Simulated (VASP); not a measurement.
Set up this calculation in VASP 6.6.1, as the native input.

```
Task                   : single point
Functional             : PBEsol
Potentials or basis    : VASP PAW PBE potentials, release 64 (Ti_sv, Si)
Cutoff                 : 520 eV
k mesh                 : 6 × 6 × 8
Occupations            : gaussian, width 0.1 eV
Spin                   : no spin polarisation
Dipole correction      : no
Further INCAR settings : ALGO = Fast; EDIFF = 1e-06; NBANDS = 50
```

The structure of Ti3Si lies in POSCAR:

```
Ti3Si
1.0
    5.5243444764      0.0000000000      0.0000000000
   -2.7621722382      4.7842226558      0.0000000000
    0.0000000000      0.0000000000      4.4329276631
Ti Si
6 2
Direct
    0.3430302090      0.1715151045      0.7500000000
    0.8284848955      0.1715151045      0.7500000000
    0.8284848955      0.6569697910      0.7500000000
    0.6569697910      0.8284848955      0.2500000000
    0.1715151045      0.8284848955      0.2500000000
    0.1715151045      0.3430302090      0.2500000000
    0.3333333333      0.6666666667      0.7500000000
    0.6666666667      0.3333333333      0.2500000000
```

The input as run:

INCAR

```
SYSTEM = Ti3Si
PREC = Accurate ; ENCUT = 520
EDIFF = 1E-6 ; ISMEAR = 0
SIGMA = 0.1 ; LREAL = .FALSE.
LASPH = .TRUE. ; NELM = 80
ALGO = Fast ; ISIF = 2
LWAVE = .FALSE. ; LCHARG = .FALSE.
GGA = PS ; NBANDS = 50
```

KPOINTS

```
regular mesh
0
G
  6 6 8
  0 0 0
```

Potentials or basis: VASP PAW PBE potentials, release 64 (Ti_sv, Si).

The run is started by

```sh
$ cat potpaw_PBE.64/Ti_sv/POTCAR potpaw_PBE.64/Si/POTCAR > POTCAR
$ mpirun -np 1 vasp_std > vasp.out
```

It gave:

```yaml
Pressure: 4.5 GPa
Largest_force: 0.011 eV/Å
Band_gap_on_the_k_mesh: zero (bands 40 and 41 overlap by 0.38 eV)
```

Caveat: the cell stands under pressure; the PAW data sets were made with another functional, which shifts forces and pressure a little.

It took 5.6 min on 1 thread of Intel(R) Xeon(R) 6975P-C (Granite Rapids) (shared host), peak memory 0.33 GiB.
